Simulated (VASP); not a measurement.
# Si5O (F-43m) in VASP: further runs

Si5O is run at these levels: PBE; tasks: single point.

All numbers are computed with VASP 6.6.1; they aren't measurements. Logs are shortened: lines on timing, memory, paths and dates and some standing lists are left out, and cuts for length are marked.

### Step 1. The cell of the first run

Symmetry: F-43m, No. 216, cubic system. The conventional cell has a = 6.830 Å, b = 6.830 Å, c = 6.830 Å, α = 90.00°, β = 90.00°, γ = 90.00°. Within 3.7 Å of Si (site symmetry -43m) lie 12 Si at 2.83 Å and 4 O at 2.96 Å. Within 3.2 Å of Si (site symmetry 3m) lie 9 Si at 2.39 to 2.83 Å and 3 O at 2.83 Å. O (site symmetry -43m) has 16 Si at 2.83 to 2.96 Å within 3.7 Å.

### Step 2. Single point, PBE

INCAR reads:

```
  ALGO = Normal
  EDIFF = 1E-7
  ENCUT = 520
  GGA = PE
  ISIF = 2
  ISMEAR = 0
  LASPH = T
  LCHARG = F
  LREAL = F
  LWAVE = F
  NBANDS = 22
  NELM = 80
  PREC = Accurate
  SIGMA = 0.1
```

KPOINTS reads:

```
k-points
0
Gamma
  4 4 4
```

POSCAR reads:

```
Si5O
1.0
    0.0000000000      3.4152222700      3.4152222700
    3.4152222700      0.0000000000      3.4152222700
    3.4152222700      3.4152222700      0.0000000000
Si O
5 1
Direct
    0.2500000000      0.2500000000      0.2500000000
    0.1283094900      0.6238968400      0.6238968400
    0.6238968400      0.6238968400      0.6238968400
    0.6238968400      0.6238968400      0.1283094900
    0.6238968400      0.1283094900      0.6238968400
    0.0000000000      0.0000000000      0.0000000000
```

Potentials or basis: VASP PAW PBE potentials, release 64 (Si, O).

Launch:

```bash
$ cat potpaw_PBE.64/Si/POTCAR potpaw_PBE.64/O/POTCAR > POTCAR
$ mpirun -np 1 vasp_std > vasp.out
```

OUTCAR:

```text
EDIFF = 1E-7
   ENCUT = 520
   GGA = PE
   ISIF = 2
   ISMEAR = 0
   LASPH = T
   LREAL = F
   NELM = 80
   PREC = Accurate

 ion  position               nearest neighbor table
   1  0.250  0.250  0.250-   2 2.83   5 2.83   2 2.83   4 2.83   4 2.83   5 2.83   3 2.83   3 2.83
                             3 2.83   2 2.83   4 2.83   5 2.83
   2  0.128  0.624  0.624-   3 2.39   4 2.39   5 2.39   5 2.44   4 2.44   3 2.44   1 2.83   1 2.83
                             1 2.83
   3  0.624  0.624  0.624-   2 2.39   4 2.39   5 2.39   2 2.44   5 2.44   4 2.44   1 2.83   1 2.83
                             1 2.83
   4  0.624  0.624  0.128-   2 2.39   3 2.39   5 2.39   5 2.44   2 2.44   3 2.44   1 2.83   1 2.83
                             1 2.83
   5  0.624  0.128  0.624-   2 2.39   3 2.39   4 2.39   2 2.44   4 2.44   3 2.44   1 2.83   1 2.83
                             1 2.83
   6  0.000  0.000  0.000-

  LATTYP: Found a face centered cubic cell.
 ALAT       =     6.8304445400

  Lattice vectors:

 A1 = (   0.0000000000,   3.4152222700,   3.4152222700)
 A2 = (   3.4152222700,   0.0000000000,   3.4152222700)
 A3 = (   3.4152222700,   3.4152222700,   0.0000000000)

Analysis of symmetry for initial positions (statically):
=====================================================================
 Subroutine PRICEL returns:
 Original cell was already a primitive cell.

 Routine SETGRP: Setting up the symmetry group for a
 face centered cubic supercell.

 Subroutine GETGRP returns: Found 24 space group operations
 (whereof 24 operations were pure point group operations)
 out of a pool of 48 trial point group operations.

The static configuration has the point symmetry T_d .

Analysis of symmetry for dynamics (positions and initial velocities):
=====================================================================
 Subroutine PRICEL returns:
 Original cell was already a primitive cell.

 Routine SETGRP: Setting up the symmetry group for a
 face centered cubic supercell.

 Subroutine GETGRP returns: Found 24 space group operations
 (whereof 24 operations were pure point group operations)
 out of a pool of 48 trial point group operations.

The dynamic configuration has the point symmetry T_d .

 Subroutine INISYM returns: Found 24 space group operations
 (whereof 24 operations are pure point group operations),
 and found     1 'primitive' translations

[... 85 lines left out ...]
   EDIFF  = 0.1E-06   stopping-criterion for ELM
   LREAL  =      F    real-space projection
   EDIFFG = 0.1E-05   stopping-criterion for IOM
   NSW    =      0    number of steps for IOM
   IBRION =     -1    ionic relax: 0-MD 1-quasi-New 2-CG
   NFREE  =      0    steps in history (QN), initial steepest desc. (CG)
   ISIF   =      2    stress and relaxation
   ISYM   =      2    0-nonsym 1-usesym 2-fastsym
   POTIM  = 0.5000    time-step for ionic-motion
   TEBEG  =    0.0;   TEEND  =   0.0 temperature during run
   PSTRESS=    0.0 pullay stress
   NELECT =      26.0000    total number of electrons
   NUPDOWN=      -1.0000    fix difference up-down
   EMIN   =  10.00;   EMAX   =-10.00  energy-range for DOS
   EFERMI =   0.00;   METHOD = LEGACY
   ISMEAR =     0;   SIGMA  =   0.10  broadening in eV -4-tet -1-fermi 0-gaus
   EFERMI_NEDOS =   21; number of points for ismear=-14 and -15
   IALGO  =     38    algorithm
   IMIX   =      4    mixing-type and parameters
     AMIX     =   0.40;   BMIX     =  1.00
     AMIX_MAG =   1.60;   BMIX_MAG =  1.00
  volume/ion in A,a.u.               =      13.28        89.60
  Fermi-wavevector in a.u.,A,eV,Ry     =   1.127120  2.129949 17.284847  1.270400
  Thomas-Fermi vector in A             =   2.263805
   LORBIT       =      0    0 simple, 1 ext, 2 COOP (PROOUT), +10 PAW based schemes
   GGA     = PE    functional components
   LHFCALC =     F    Hartree Fock is set to
   AEXX    =    0.0000 exact exchange contribution
   IVDW    =     0    specifies the selected vdW correction
   LEPSILON=     F    determine dielectric tensor
   LRPA    =     F    only Hartree local field effects (RPA)
 non-spin polarized calculation
 Gauss-broadening in eV      SIGMA  =   0.10
  energy-cutoff  :      520.00
  volume of cell :       79.67
 maximum number of plane-waves:      2180
   NGX = 17   NGY = 17   NGZ = 17

 number of electron      26.0000006 magnetization

 Free energy of the ion-electron system (eV)
  ---------------------------------------------------
  ext. energy  EPLUGINS =         0.00000000
  ---------------------------------------------------
  free energy    TOTEN  =       -27.92104478 eV

  energy without entropy =      -27.89662550  energy(sigma->0) =      -27.90883514

 E-fermi :   9.2250     XC(G=0): -11.1879

 val. band max:        9.1859438205   @ k =  -0.2500   0.2500   0.0000
 cond. band min:       9.2601019673   @ k =   0.2500   0.0000   0.0000
 fundamental gap:      0.0741581468
 Fermi energy:         9.2250293143

 k-point     1 :       0.0000    0.0000    0.0000
  band No.  band energies     occupation
      1      -7.8686      2.00000
      2      -4.4332      2.00000
      3       1.3949      2.00000
      4       3.7769      2.00000
      5       3.7769      2.00000
      6       3.7769      2.00000
[... 189 lines left out ...]
     21      15.0406      0.00000
     22      15.5881      0.00000

------------------------ aborting loop because EDIFF is reached ----------------------------------------

  FORCE on cell =-STRESS in cart. coord.  units (eV):
  Direction    XX          YY          ZZ          XY          YZ          ZX
  --------------------------------------------------------------------------------------
  -------------------------------------------------------------------------------------
  Total        5.0539706      5.0539706      5.0539706     -0.0000000     -0.0000000     -0.0000000
  in kB      101.6380614    101.6380614    101.6380614     -0.0000000     -0.0000000     -0.0000000
  external PRESSURE =     101.6380614 kB  Pullay stress =       0.0000000 kB

 VOLUME and BASIS-vectors are now :
 -----------------------------------------------------------------------------
  energy-cutoff  :      520.00
  volume of cell :       79.67
      direct lattice vectors                 reciprocal lattice vectors
     0.000000000  3.415222270  3.415222270    -0.146403355  0.146403355  0.146403355
     3.415222270  0.000000000  3.415222270     0.146403355 -0.146403355  0.146403355
     3.415222270  3.415222270  0.000000000     0.146403355  0.146403355 -0.146403355

 POSITION                                       TOTAL-FORCE (eV/Angst)
 -----------------------------------------------------------------------------------
      1.70761      1.70761      1.70761        -0.000000     -0.000000     -0.000000
      4.26149      2.56895      2.56895         0.472290     -0.472290     -0.472290
      4.26149      4.26149      4.26149         0.472290      0.472290      0.472290
      2.56895      2.56895      4.26149        -0.472290     -0.472290      0.472290
      2.56895      4.26149      2.56895        -0.472290      0.472290     -0.472290
      0.00000      0.00000      0.00000        -0.000000     -0.000000     -0.000000
 -----------------------------------------------------------------------------------
    total drift:                               -0.000002     -0.000002     -0.000002

  FREE ENERGIE OF THE ION-ELECTRON SYSTEM (eV)
  ---------------------------------------------------
  free  energy   TOTEN  =       -27.9210447771 eV

  energy  without entropy=      -27.8966255008  energy(sigma->0) =      -27.90883514
```

OSZICAR:

```text
N       E                     dE             d eps       ncg     rms          rms(c)
DAV:   1     0.558631511666E+02    0.55863E+02   -0.11207E+04   352   0.104E+03
DAV:   2    -0.253568450363E+02   -0.81220E+02   -0.76513E+02   460   0.159E+02
DAV:   3    -0.296131184835E+02   -0.42563E+01   -0.41793E+01   450   0.318E+01
DAV:   4    -0.296571973930E+02   -0.44079E-01   -0.44044E-01   412   0.357E+00
DAV:   5    -0.296576938857E+02   -0.49649E-03   -0.49647E-03   450   0.391E-01    0.109E+01
DAV:   6    -0.301148299098E+02   -0.45714E+00   -0.25417E+01   412   0.254E+01    0.152E+01
DAV:   7    -0.280622996818E+02    0.20525E+01   -0.20287E+01   500   0.130E+01    0.420E+00
DAV:   8    -0.279247468898E+02    0.13755E+00   -0.92168E-01   396   0.462E+00    0.119E+00
DAV:   9    -0.279244170845E+02    0.32981E-03   -0.13842E-01   396   0.175E+00    0.585E-01
DAV:  10    -0.279212797191E+02    0.31374E-02   -0.11390E-02   436   0.488E-01    0.227E-01
DAV:  11    -0.279210355295E+02    0.24419E-03   -0.27400E-03   388   0.296E-01    0.572E-02
DAV:  12    -0.279210602474E+02   -0.24718E-04   -0.75715E-05   482   0.440E-02    0.376E-02
DAV:  13    -0.279210466668E+02    0.13581E-04   -0.42382E-05   412   0.257E-02    0.124E-02
DAV:  14    -0.279210451862E+02    0.14805E-05   -0.11652E-05   412   0.174E-02    0.239E-03
DAV:  15    -0.279210448622E+02    0.32403E-06   -0.64839E-07   394   0.411E-03    0.159E-03
DAV:  16    -0.279210447771E+02    0.85068E-07   -0.93496E-08   248   0.149E-03
   1 F= -.27921045E+02 E0= -.27908835E+02  d E =-.244193E-01
```

Run time: 11 s. Hardware: 1 thread of AMD EPYC 9R45 (Zen 5), shared host; peak memory 0.16 GiB.

Results:

* Free energy: -27.9210 eV
* Pressure: 10.2 GPa
* Largest force: 0.818 eV/Å
* Band gap on the k mesh: zero (band 13 reaches 9.64 eV, above the bottom of band 14 at 7.35 eV)

Forces in eV/Å, atoms in the order of the input:
```
Si   0.000  0.000  0.000
Si   0.472 -0.472 -0.472
Si   0.472  0.472  0.472
Si  -0.472 -0.472  0.472
Si  -0.472  0.472 -0.472
O    0.000  0.000  0.000
```

Levels at points of the mesh, in eV from the Fermi level:
| k point | band 10 | band 11 | band 12 | band 13 | band 14 | band 15 | band 16 | band 17 |
| --- | --- | --- | --- | --- | --- | --- | --- | --- |
| (0.00, 0.00, 0.00) | -5.03 | -2.73 | -2.73 | -2.73 | -1.88 | -1.88 | 2.73 | 2.73 |
| (0.50, 0.00, 0.00) | -2.15 | -1.29 | -1.29 | 0.10 | 0.10 | 0.55 | 2.54 | 2.54 |
| (0.50, 0.50, 0.00) | -1.60 | -0.43 | 0.27 | 0.27 | 0.62 | 1.29 | 1.66 | 2.10 |

Caveat: the k points lie up to 0.40 Å⁻¹ apart.

### Step 3. Single point, PBE

This run uses another cell than the first one, of 14.48 Å³/atom, 1.091 times its volume.

INCAR reads:

```
SYSTEM = Si5O
ALGO = Normal
EDIFF = 1E-6
ENCUT = 520
GGA = PE
ISIF = 2
ISMEAR = 0
LASPH = .TRUE.
LCHARG = .FALSE.
LREAL = .FALSE.
LWAVE = .FALSE.
NBANDS = 22
NELM = 80
PREC = Accurate
SIGMA = 0.1
```

KPOINTS reads:

```
k-points
0
G
  4 4 4
  0 0 0
```

POSCAR reads:

```
Si5O
1.0
    0.0000000000      3.5154514423      3.5154514423
    3.5154514423      0.0000000000      3.5154514423
    3.5154514423      3.5154514423      0.0000000000
Si O
5 1
Direct
    0.2500000000      0.2500000000      0.2500000000
    0.1227713534      0.6257428822      0.6257428822
    0.6257428822      0.6257428822      0.6257428822
    0.6257428822      0.6257428822      0.1227713534
    0.6257428822      0.1227713534      0.6257428822
    0.0000000000      0.0000000000      0.0000000000
```

Potentials or basis: VASP PAW PBE potentials, release 64 (Si, O).

Launch:

```bash
$ cat potpaw_PBE.64/Si/POTCAR potpaw_PBE.64/O/POTCAR > POTCAR
$ mpirun -np 1 vasp_std > vasp.out
```

OUTCAR:

```text
SYSTEM = Si5O
   EDIFF = 1E-6
   ENCUT = 520
   GGA = PE
   ISIF = 2
   ISMEAR = 0
   LASPH = .TRUE.
   LREAL = .FALSE.
   NELM = 80
   PREC = Accurate

 ion  position               nearest neighbor table
   1  0.250  0.250  0.250-   2 2.92   4 2.92   5 2.92   2 2.92   3 2.92   5 2.92   2 2.92   3 2.92
                             4 2.92   3 2.92   4 2.92   5 2.92
   2  0.123  0.626  0.626-   3 2.47   4 2.47   5 2.47   3 2.50   4 2.50   5 2.50   1 2.92   1 2.92
                             1 2.92
   3  0.626  0.626  0.626-   2 2.47   4 2.47   5 2.47   4 2.50   5 2.50   2 2.50   1 2.92   1 2.92
                             1 2.92
   4  0.626  0.626  0.123-   2 2.47   3 2.47   5 2.47   3 2.50   5 2.50   2 2.50   1 2.92   1 2.92
                             1 2.92
   5  0.626  0.123  0.626-   2 2.47   3 2.47   4 2.47   4 2.50   3 2.50   2 2.50   1 2.92   1 2.92
                             1 2.92
   6  0.000  0.000  0.000-

  LATTYP: Found a face centered cubic cell.
 ALAT       =     7.0309028846

  Lattice vectors:

 A1 = (   0.0000000000,   3.5154514423,   3.5154514423)
 A2 = (   3.5154514423,   0.0000000000,   3.5154514423)
 A3 = (   3.5154514423,   3.5154514423,   0.0000000000)
[... 170 lines left out ...]
 cond. band min:       8.2203642918   @ k =   0.2500   0.0000   0.0000
 fundamental gap:      0.1426794070
 Fermi energy:         8.1557842931

 k-point     1 :       0.0000    0.0000    0.0000
  band No.  band energies     occupation
      1      -8.4555      2.00000
      2      -4.9824      2.00000
      3       0.6435      2.00000
      4       2.8414      2.00000
      5       3.1253      2.00000
      6       3.1253      2.00000
[... 189 lines left out ...]
     21      13.4044      0.00000
     22      14.0435      0.00000

------------------------ aborting loop because EDIFF is reached ----------------------------------------

  FORCE on cell =-STRESS in cart. coord.  units (eV):
  Direction    XX          YY          ZZ          XY          YZ          ZX
  --------------------------------------------------------------------------------------
  -------------------------------------------------------------------------------------
  Total        0.0865780      0.0865780      0.0865780      0.0000000      0.0000000      0.0000000
  in kB        1.5964119      1.5964119      1.5964119      0.0000000      0.0000000      0.0000000
  external PRESSURE =       1.5964119 kB  Pullay stress =       0.0000000 kB

 VOLUME and BASIS-vectors are now :
 -----------------------------------------------------------------------------
  energy-cutoff  :      520.00
  volume of cell :       86.89
      direct lattice vectors                 reciprocal lattice vectors
     0.000000000  3.515451442  3.515451442    -0.142229244  0.142229244  0.142229244
     3.515451442  0.000000000  3.515451442     0.142229244 -0.142229244  0.142229244
     3.515451442  3.515451442  0.000000000     0.142229244  0.142229244 -0.142229244

 POSITION                                       TOTAL-FORCE (eV/Angst)
 -----------------------------------------------------------------------------------
      1.75773      1.75773      1.75773        -0.000000     -0.000000     -0.000000
      4.39954      2.63137      2.63137        -0.002041      0.002041      0.002041
      4.39954      4.39954      4.39954        -0.002041     -0.002041     -0.002041
      2.63137      2.63137      4.39954         0.002041      0.002041     -0.002041
      2.63137      4.39954      2.63137         0.002041     -0.002041      0.002041
      0.00000      0.00000      0.00000         0.000000     -0.000000     -0.000000
 -----------------------------------------------------------------------------------
    total drift:                                0.000000      0.000000     -0.000000

  FREE ENERGIE OF THE ION-ELECTRON SYSTEM (eV)
  ---------------------------------------------------
  free  energy   TOTEN  =       -28.1707099125 eV

  energy  without entropy=      -28.1525514291  energy(sigma->0) =      -28.16163067
```

stdout:

```text
POSCAR found type information on POSCAR SiO
 POSCAR found :  2 types and       6 ions
 scaLAPACK will be used
 LDA part: xc-table for (Slater+PW92), standard interpolation
 POSCAR, INCAR and KPOINTS ok, starting setup
 FFT: planning ... GRIDC
 FFT: planning ... GRID_SOFT
 FFT: planning ... GRID
 WAVECAR not read
 entering main loop
```

Run time: 13 s. Hardware: 1 thread of AMD EPYC 9R45 (Zen 5), shared host; peak memory 0.19 GiB.

Results:

```
Free energy            : -28.1707 eV
Pressure               : 0.2 GPa
Largest force          : 0.004 eV/Å
Band gap on the k mesh : zero (band 13 reaches 8.41 eV, above the bottom of band 14 at 6.45 eV)
```

Forces in eV/Å, atoms in the order of the input:
```
Si   0.000  0.000  0.000
Si  -0.002  0.002  0.002
Si  -0.002 -0.002 -0.002
Si   0.002  0.002 -0.002
Si   0.002 -0.002  0.002
O    0.000  0.000  0.000
```

Caveat: the k points lie up to 0.39 Å⁻¹ apart.
